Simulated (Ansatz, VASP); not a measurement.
## One calculation of K, two programs

File INCAR:

```
PREC     = Accurate       # precision mode
ENCUT    = 520            # plane-wave cutoff, eV
EDIFF    = 1E-6           # SCF threshold, eV
ISMEAR   = -1             # smearing method
SIGMA    = 0.1            # smearing width, eV
LREAL    = False          # projectors in reciprocal space
LASPH    = True           # aspherical terms in the spheres
NELM     = 60             # most SCF steps
ALGO     = Normal         # electronic algorithm
ISIF     = 2              # what is computed and relaxed
LWAVE    = False          # write WAVECAR
LCHARG   = False          # write CHGCAR
GGA      = PE             # functional
NBANDS   = 16             # bands
```

File KPOINTS:

```
Automatic mesh
0
Gamma
  8 8 8
```

File POSCAR:

```
K
1.0
    0.0000000000      3.6825411822      3.6825411822
    3.6825411822      0.0000000000      3.6825411822
    3.6825411822      3.6825411822      0.0000000000
K
2
Direct
   -0.1250000000     -0.1250000000     -0.1250000000
    0.1250000000      0.1250000000      0.1250000000
```

Input for Ansatz:

```yaml
crystal:
  lattice:
    - [0.0, 3.6825411822, 3.6825411822]
    - [3.6825411822, 0.0, 3.6825411822]
    - [3.6825411822, 3.6825411822, 0.0]
  atoms:
    - { symbol: K, position: [-0.125, -0.125, -0.125] }
    - { symbol: K, position: [0.125, 0.125, 0.125] }
kpoints:
  mp_grid: { grid: [8, 8, 8] }
scf:
  occupations: { method: fermi_dirac, width: 0.1 }
hamiltonian:
  xc: pbe
  pseudopotentials: { kind: all_electron, datasets: crystal }
output:
  forces: true
  stress: true
  eigenvalues: true
```

Change from the starting cell: volume scaled by 0.45, crystal datasets.

Alike in both runs: task single point; functional PBE; k mesh 8 × 8 × 8; occupations fermi-dirac, width 0.1 eV; no spin polarisation.

|  | VASP | Ansatz |
| --- | --- | --- |
| version | VASP 6.6.1 | Ansatz 0.2.0 |
| potentials or method | VASP PAW PBE potentials, release 64 (K_sv), cutoff 520 eV | all-electron PAW with datasets made for the crystal, scalar-relativistic |

|  | VASP | Ansatz | Ansatz less VASP |
| --- | --- | --- | --- |
| pressure (GPa) | 3.5 | 3.5 | 0.00 |

Ansatz ran all-electron here, and VASP with PAW potentials.
